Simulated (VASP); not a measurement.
# C (I4_1/amd) in VASP: a series of runs, part 2 of 2

VASP 6.6.1. The steps go on from the part before.

### Step 3. Single point, LDA (5.77 Å³/atom)

This run uses another cell than the first one, of 5.77 Å³/atom.

Input file INCAR:

```
  PREC = Accurate
  ENCUT = 1300
  EDIFF = 1E-6
  ISMEAR = 0
  SIGMA = 0.05
  LREAL = F
  LASPH = T
  NELM = 120
  ALGO = Normal
  ISIF = 2
  LWAVE = F
  LCHARG = F
  GGA = CA
  NBANDS = 11
  GGA_COMPAT = F
```

Input file KPOINTS:

```
Automatic mesh
0
Gamma
  12 12 12
```

Input file POSCAR:

```
C
1.0
    0.0000000000      1.8522374245      1.6818315814
    1.8522374245      0.0000000000      1.6818315814
    1.8522374245      1.8522374245      0.0000000000
C
2
Direct
    0.5000000000      0.5000000000      0.5000000000
    0.7500000000      0.7500000000      0.7500000000
```

Potentials or basis: VASP PAW LDA potentials, release 64 (C_h).

On the command line:

```console
$ cat potpaw_LDA.64/C_h/POTCAR > POTCAR
$ mpirun -np 1 vasp_std > vasp.out
```

OUTCAR:

```text
PREC = Accurate
   ENCUT = 1300
   EDIFF = 1E-6
   ISMEAR = 0
   LREAL = F
   LASPH = T
   NELM = 120
   ISIF = 2
   GGA = CA

 ion  position               nearest neighbor table
   1  0.500  0.500  0.500-
   2  0.750  0.750  0.750-

  LATTYP: Found a body centered tetragonal cell.
 ALAT       =     2.6194592865
 C/A-ratio  =     1.2841059146

  Lattice vectors:

 A1 = (   0.0000000000,  -1.8522374245,  -1.6818315814)
 A2 = (   0.0000000000,   1.8522374245,  -1.6818315814)
 A3 = (   1.8522374245,   0.0000000000,   1.6818315814)

Analysis of symmetry for initial positions (statically):
=====================================================================
 Subroutine PRICEL returns:
 Original cell was already a primitive cell.

 Routine SETGRP: Setting up the symmetry group for a
 body centered tetragonal supercell.

 Subroutine GETGRP returns: Found 16 space group operations
 (whereof  8 operations were pure point group operations)
 out of a pool of 16 trial point group operations.

The static configuration has the point symmetry D_2d.
 The point group associated with its full space group is D_4h.

Analysis of symmetry for dynamics (positions and initial velocities):
=====================================================================
 Subroutine PRICEL returns:
 Original cell was already a primitive cell.

 Routine SETGRP: Setting up the symmetry group for a
 body centered tetragonal supercell.

 Subroutine GETGRP returns: Found 16 space group operations
 (whereof  8 operations were pure point group operations)
 out of a pool of 16 trial point group operations.

The dynamic configuration has the point symmetry D_2d.
 The point group associated with its full space group is D_4h.

 Subroutine INISYM returns: Found 16 space group operations
 (whereof  8 operations are pure point group operations),
 and found     1 'primitive' translations

----------------------------------------------------------------------------------------
[... 120 lines left out ...]
   AEXX    =    0.0000 exact exchange contribution
   IVDW    =     0    specifies the selected vdW correction
   LEPSILON=     F    determine dielectric tensor
   LRPA    =     F    only Hartree local field effects (RPA)
 non-spin polarized calculation
 Gauss-broadening in eV      SIGMA  =   0.05
  energy-cutoff  :     1300.00
  volume of cell :       11.54
 maximum number of plane-waves:      1250
 NGX is ok and might be reduce to    30
   NGX = 15   NGY = 15   NGZ = 15

 number of electron       8.0000000 magnetization

 Free energy of the ion-electron system (eV)
  ---------------------------------------------------
  ext. energy  EPLUGINS =         0.00000000
  ---------------------------------------------------
  free energy    TOTEN  =       -20.04717118 eV

  energy without entropy =      -20.04717118  energy(sigma->0) =      -20.04717118

 E-fermi :  11.6707     XC(G=0): -13.5745

 val. band max:       11.4694448218   @ k =   0.0000   0.0000   0.0000
 cond. band min:      13.2418673343   @ k =   0.4167   0.4167   0.0000
 fundamental gap:      1.7724225125
 Fermi energy:        11.6707340814

 k-point     1 :       0.0000    0.0000    0.0000
  band No.  band energies     occupation
      1     -10.4812      2.00000
      2      10.1796      2.00000
      3      10.1796      2.00000
      4      11.4694      2.00000
      5      15.4187      0.00000
      6      16.5801      0.00000
      7      16.5801      0.00000
      8      23.6549      0.00000
      9      29.4964      0.00000
     10      34.6209      0.00000
     11      36.1293      0.00000
[... 309 lines left out ...]
 k-point    24 :      -0.4167    0.1667    0.0000
  band No.  band energies     occupation
      1      -4.4875      2.00000
      2      -1.3934      2.00000
      3       6.2334      2.00000
      4       6.2375      2.00000
      5      16.6995      0.00000
      6      20.4963      0.00000
      7      22.4066      0.00000
      8      24.9934      0.00000
      9      29.4830      0.00000
     10      34.4194      0.00000
     11      34.4524      0.00000

 [... further k-points ...]

------------------------ aborting loop because EDIFF is reached ----------------------------------------

  FORCE on cell =-STRESS in cart. coord.  units (eV):
  Direction    XX          YY          ZZ          XY          YZ          ZX
  --------------------------------------------------------------------------------------
  -------------------------------------------------------------------------------------
  Total       -3.2676450     -3.2676450      2.4167883      0.0000000      0.0000000      0.0000000
  in kB     -453.6695637   -453.6695637    335.5392874      0.0000000      0.0000000      0.0000000
  external PRESSURE =    -190.5999467 kB  Pullay stress =       0.0000000 kB

 VOLUME and BASIS-vectors are now :
 -----------------------------------------------------------------------------
  energy-cutoff  :     1300.00
  volume of cell :       11.54
      direct lattice vectors                 reciprocal lattice vectors
     0.000000000  1.852237424  1.681831581    -0.269943795  0.269943795  0.297294929
     1.852237424  0.000000000  1.681831581     0.269943795 -0.269943795  0.297294929
     1.852237424  1.852237424  0.000000000     0.269943795  0.269943795 -0.297294929

 POSITION                                       TOTAL-FORCE (eV/Angst)
 -----------------------------------------------------------------------------------
      1.85224      1.85224      1.68183         0.000000      0.000000     -0.000000
      2.77836      2.77836      2.52275        -0.000000     -0.000000      0.000000
 -----------------------------------------------------------------------------------
    total drift:                                0.000000     -0.000000     -0.000000

  FREE ENERGIE OF THE ION-ELECTRON SYSTEM (eV)
  ---------------------------------------------------
  free  energy   TOTEN  =       -20.0471711840 eV

  energy  without entropy=      -20.0471711840  energy(sigma->0) =      -20.04717118
```

OSZICAR:

```text
N       E                     dE             d eps       ncg     rms          rms(c)
DAV:   1     0.184387498635E+02    0.18439E+02   -0.80135E+03  3586   0.145E+03
DAV:   2    -0.193795234219E+02   -0.37818E+02   -0.35817E+02  5058   0.196E+02
DAV:   3    -0.207597334369E+02   -0.13802E+01   -0.13754E+01  4282   0.310E+01
DAV:   4    -0.207639835523E+02   -0.42501E-02   -0.42498E-02  3880   0.194E+00
DAV:   5    -0.207639891923E+02   -0.56401E-05   -0.56401E-05  4174   0.745E-02    0.477E+00
DAV:   6    -0.202355433592E+02    0.52845E+00   -0.27690E-01  3746   0.366E+00    0.257E+00
DAV:   7    -0.200473507452E+02    0.18819E+00   -0.33490E-01  3928   0.399E+00    0.349E-01
DAV:   8    -0.200471826453E+02    0.16810E-03   -0.81488E-03  3859   0.858E-01    0.274E-02
DAV:   9    -0.200471699204E+02    0.12725E-04   -0.38505E-05  4109   0.540E-02    0.139E-02
DAV:  10    -0.200471712783E+02   -0.13580E-05   -0.33766E-06  3981   0.166E-02    0.283E-03
DAV:  11    -0.200471711840E+02    0.94286E-07   -0.16823E-07  2024   0.395E-03
   1 F= -.20047171E+02 E0= -.20047171E+02  d E =-.149370E-11
```

stdout:

```text
POSCAR found type information on POSCAR C
 POSCAR found :  1 types and       2 ions
 scaLAPACK will be used
 LDA part: xc-table for (Slater(with rela. corr.)+CA(PZ))
 , standard interpolation
 POSCAR, INCAR and KPOINTS ok, starting setup
 FFT: planning ... GRIDC
 FFT: planning ... GRID_SOFT
 FFT: planning ... GRID
 WAVECAR not read
 entering main loop
```

Wall time 29 s (1 thread of AMD EPYC 9R45 (Zen 5), shared host); peak memory 0.16 GiB.

Results:

```yaml
Free_energy: -20.0472 eV
Pressure: -19.1 GPa
Band_gap_on_the_k_mesh: 1.77 eV (least direct gap 3.95 eV)
```

Stress tensor (GPa, compression positive):
```
-45.37   0.00   0.00
  0.00 -45.37   0.00
  0.00   0.00  33.55
```

Levels at points of the mesh, in eV from the valence-band top:
```csv
k point,band 2,band 3,band 4,band 5,band 6,band 7
"(0.00, 0.00, 0.00)",-1.29,-1.29,0.00,3.95,5.11,5.11
"(0.50, 0.00, 0.00)",-14.01,-4.38,-2.83,6.18,7.03,9.48
"(0.50, 0.50, 0.00)",-12.32,-7.93,-7.93,2.37,2.37,15.74
"(0.50, 0.00, 0.50)",-13.82,-6.50,-6.50,4.63,4.63,14.91
```

Caveat: the stress differs along the axes, from -45 to 34 GPa.

### Step 4. Single point, LDA (5.51 Å³/atom)

Input file INCAR:

```
PREC = Accurate
ENCUT = 1300
EDIFF = 1E-6
ISMEAR = 0
SIGMA = 0.05
LREAL = F
LASPH = T
NELM = 120
ALGO = Normal
ISIF = 2
LWAVE = F
LCHARG = F
GGA = CA
NBANDS = 11
GGA_COMPAT = F
```

KPOINTS is that of step 3.

Input file POSCAR:

```
C
1.0
    0.0000000000      1.8234990611      1.6557371475
    1.8234990611      0.0000000000      1.6557371475
    1.8234990611      1.8234990611      0.0000000000
C
2
Direct
    0.5000000000      0.5000000000      0.5000000000
    0.7500000000      0.7500000000      0.7500000000
```

On the command line:

```console
$ cat potpaw_LDA.64/C_h/POTCAR > POTCAR
$ mpirun -np 1 vasp_std > vasp.out
```

Run time: 52 s. Hardware: 1 thread of AMD EPYC 7R13 (Zen 3), shared host; peak memory 0.15 GiB.

The run converged. Its results:

```yaml
Free_energy: -20.0772 eV
Pressure: 1.1 GPa
Band_gap_on_the_k_mesh: 1.80 eV (least direct gap 4.04 eV)
```

Stress tensor (GPa, compression positive):
```
-26.54   0.00   0.00
  0.00 -26.54   0.00
  0.00   0.00  56.35
```

Levels at points of the mesh, in eV from the valence-band top:
| k point | band 1 | band 2 | band 3 | band 4 | band 5 | band 6 | band 7 | band 8 |
| --- | --- | --- | --- | --- | --- | --- | --- | --- |
| (0.00, 0.00, 0.00) | -22.61 | -1.33 | -1.33 | 0.00 | 4.04 | 5.23 | 5.23 | 13.24 |
| (0.50, 0.00, 0.00) | -16.55 | -14.56 | -4.56 | -2.94 | 6.50 | 7.16 | 10.00 | 14.91 |
| (0.50, 0.50, 0.00) | -12.63 | -12.63 | -8.28 | -8.28 | 2.40 | 2.40 | 16.42 | 16.42 |
| (0.50, 0.00, 0.50) | -14.20 | -14.20 | -6.79 | -6.79 | 4.74 | 4.74 | 15.56 | 15.56 |

Caveat: the stress differs along the axes, from -27 to 56 GPa. A k mesh can miss the band edges.

### Step 5. Single point, LDA (5.51 Å³/atom)

Input file INCAR:

```
SYSTEM = C
ALGO = Normal ; EDIFF = 1E-6
ENCUT = 1300 ; GGA_COMPAT = .False.
ISIF = 2 ; ISMEAR = 0
LASPH = .True. ; LCHARG = .False.
LREAL = .False. ; LWAVE = .False.
NBANDS = 11 ; NELM = 120
PREC = Accurate ; SIGMA = 0.05
```

Input file KPOINTS:

```
k-points
0
Gamma
  12 12 12
  0 0 0
```

Input file POSCAR:

```
C
1.0
    0.0000000000      1.6961807435      1.9136311148
    1.6961807435      0.0000000000      1.9136311148
    1.6961807435      1.6961807435      0.0000000000
C
2
Direct
    0.5000000000      0.5000000000      0.5000000000
    0.7500000000      0.7500000000      0.7500000000
```

On the command line:

```console
$ cat potpaw_LDA.64/C_h/POTCAR > POTCAR
$ mpirun -np 1 vasp_std > vasp.out
```

Wall time 46 s (1 thread of Intel Xeon Platinum 8259CL at 2.50GHz (Skylake/Cascade Lake), shared host); peak memory 0.18 GiB.

The run converged. Its results:

| Property | Result |
| --- | --- |
| Free energy | -19.9235 eV |
| Pressure | 1.4 GPa |
| Band gap on the k mesh | 2.67 eV (least direct gap 4.57 eV) |

Stress tensor (GPa, compression positive):
```
 44.33   0.00   0.00
  0.00  44.33   0.00
  0.00   0.00 -84.50
```

Levels at points of the mesh, in eV from the valence-band top:
```csv
k point,band 2,band 3,band 4,band 5,band 6,band 7
"(0.00, 0.00, 0.00)",-2.11,0.00,0.00,4.57,4.57,6.05
"(0.50, 0.00, 0.00)",-14.36,-4.74,-2.34,5.56,8.31,10.43
"(0.50, 0.50, 0.00)",-14.75,-5.86,-5.86,6.05,6.05,15.79
"(0.50, 0.00, 0.50)",-12.84,-7.67,-7.67,3.22,3.22,15.78
```

Caveat: the stress differs along the axes, from -85 to 44 GPa.

### Step 6. Summary

| cell | gap on the mesh (eV) | pressure (GPa) |
| --- | --- | --- |
| a = 2.456, b = 2.456, c = 2.600 Å, angles 58.1, 58.1, 63.9°, 2 atoms | 1.23 | 1.1 |
| a = 2.502, b = 2.502, c = 2.619 Å, angles 58.4, 58.4, 63.1°, 2 atoms | 1.77 | -19.1 |
| a = 2.463, b = 2.463, c = 2.579 Å, angles 58.4, 58.4, 63.1°, 2 atoms | 1.80 | 1.1 |
| a = 2.557, b = 2.557, c = 2.399 Å, angles 62.0, 62.0, 55.9°, 2 atoms | 2.67 | 1.4 |

Alike in all rows: task single point; level LDA; potentials or basis VASP PAW LDA potentials, release 64 (C_h); no spin polarisation; k mesh 12 × 12 × 12; cutoff (eV) 1300; smearing gaussian 0.05 eV.

Caveats: the stress differs along the axes, from -32 to 68 GPa (at least some runs); the stress differs along the axes, from -45 to 34 GPa (at least some runs); the stress differs along the axes, from -27 to 56 GPa (at least some runs); the stress differs along the axes, from -85 to 44 GPa (at least some runs).

Absolute energies hang on the potentials; compare differences alone.
